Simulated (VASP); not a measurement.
A run of VASP 6.6.1:

Contents of INCAR:

```
PREC     = Accurate       # precision mode
ENCUT    = 520            # plane-wave cutoff, eV
EDIFF    = 1E-6           # SCF threshold, eV
ISMEAR   = 0              # smearing method
SIGMA    = 0.05           # smearing width, eV
LREAL    = False          # projectors in reciprocal space
LASPH    = True           # aspherical terms in the spheres
NELM     = 60             # most SCF steps
ALGO     = Normal         # electronic algorithm
ISIF     = 2              # what is computed and relaxed
LWAVE    = False          # write WAVECAR
LCHARG   = False          # write CHGCAR
GGA      = PE             # functional
NBANDS   = 14             # bands
```

The input KPOINTS:

```
regular mesh
0
Gamma
  10 10 10
```

POSCAR

```
HfC
1.0
    0.0000000000      2.3250000000      2.3250000000
    2.3250000000      0.0000000000      2.3250000000
    2.3250000000      2.3250000000      0.0000000000
Hf C
1 1
Direct
    0.5000000000      0.5000000000      0.5000000000
    0.0000000000      0.0000000000      0.0000000000
```

Potentials or basis: VASP PAW PBE potentials, release 64 (Hf_pv, C).

Launch:

```sh
$ cat potpaw_PBE.64/Hf_pv/POTCAR potpaw_PBE.64/C/POTCAR > POTCAR
$ mpirun -np 1 vasp_std > vasp.out
```

Hardware: 1 thread of Intel(R) Xeon(R) Platinum 8375C CPU @ 2.90GHz (Ice Lake) (shared host).

How long does it take, and how much memory?

Run time: 8.8 s on 1 thread of Intel(R) Xeon(R) Platinum 8375C CPU @ 2.90GHz (Ice Lake), on a shared host, peak memory 0.14 GiB. Counts: scf iterations 12, k points 47.
